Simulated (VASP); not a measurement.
Input of a VASP 6.6.1 run:

INCAR

```
PREC     = Accurate       # precision mode
ENCUT    = 520            # plane-wave cutoff, eV
EDIFF    = 1E-6           # SCF threshold, eV
ISMEAR   = 0              # smearing method
SIGMA    = 0.01           # smearing width, eV
LREAL    = False          # projectors in reciprocal space
LASPH    = True           # aspherical terms in the spheres
NELM     = 80             # most SCF steps
ALGO     = Normal         # electronic algorithm
ISIF     = 2              # what is computed and relaxed
LWAVE    = False          # write WAVECAR
LCHARG   = False          # write CHGCAR
GGA      = CA             # functional
NBANDS   = 11             # bands
```

File KPOINTS:

```
Automatic mesh
0
Gamma
  8 8 8
```

File POSCAR:

```
BP
1.0
    2.2291254471      2.2291254471      0.0000000000
   -2.2291254471      2.2291254471      0.0000000000
    0.0000000000      2.2291254471      2.2291254471
B P
1 1
Direct
    0.0000000000      0.0000000000      0.0000000000
    0.7500000000      0.2500000000      0.5000000000
```

Potentials or basis: VASP PAW LDA potentials, release 64 (B, P).

The run is started by

```bash
$ cat potpaw_LDA.64/B/POTCAR potpaw_LDA.64/P/POTCAR > POTCAR
$ mpirun -np 1 vasp_std > vasp.out
```

Problem. Estimate the pressure.

Solution. 3.8 GPa.

Problem. Estimate the band gap on the k mesh.

Solution. 1.16 eV, indirect (least direct gap 3.47 eV).

A k mesh can miss the band edges. Expect the measured gap to be larger: semilocal functionals such as LDA lack the derivative discontinuity.
